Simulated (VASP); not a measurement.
Crystal: Al.

```
CELL_PARAMETERS angstrom
0.00000 2.02481 2.02481
2.02481 0.00000 2.02481
2.02481 2.02481 0.00000
ATOMIC_POSITIONS crystal
Al 0.00000 0.00000 0.00000
```

* Program: VASP 6.6.1
* Task: relaxation of cell and atoms
* Functional: RPBE
* Dispersion: D4
* Potentials or basis: VASP PAW PBE potentials, release 64 (Al)
* Cutoff: 600 eV
* k mesh: 11 × 11 × 11
* Occupations: fermi-dirac, width 0.05 eV
* Spin: no spin polarisation

At the start: pressure -5.1 GPa; volume 16.60 Å³/atom.

**Question.** How do energy, volume and symmetry change on relaxing?

**Answer.** Over 3 steps the energy falls by 17.6 meV/atom and the volume is 15.56 Å³/atom (-6.3 %); space group Fm-3m (No. 225, to 0.05 Å).

The path:
| step | energy change (eV) | largest force (eV/Å) | pressure (GPa) | volume (Å³) |
| --- | --- | --- | --- | --- |
| 1 | 0.0000 | 0.0000 | -5.13 | 16.60 |
| 2 | -0.0168 | 0.0000 | 1.26 | 15.36 |
| 3 | -0.0176 | 0.0000 | 0.02 | 15.56 |

Final structure:
```xyz
1
Lattice="0.0000 1.9817 1.9817 1.9817 0.0000 1.9817 1.9817 1.9817 0.0000" Properties=species:S:1:pos:R:3 pbc="T T T"
Al    0.0000    0.0000    0.0000
```

The cell as given is a measured one (16.60 Å³/atom); RPBE+D4 puts the equilibrium volume -6.3 % from it, thermal expansion not counted.

Caveat: the PAW data sets were made with another functional, which shifts forces and pressure a little; pairwise dispersion overbinds metals, which lowers pressure and volume.
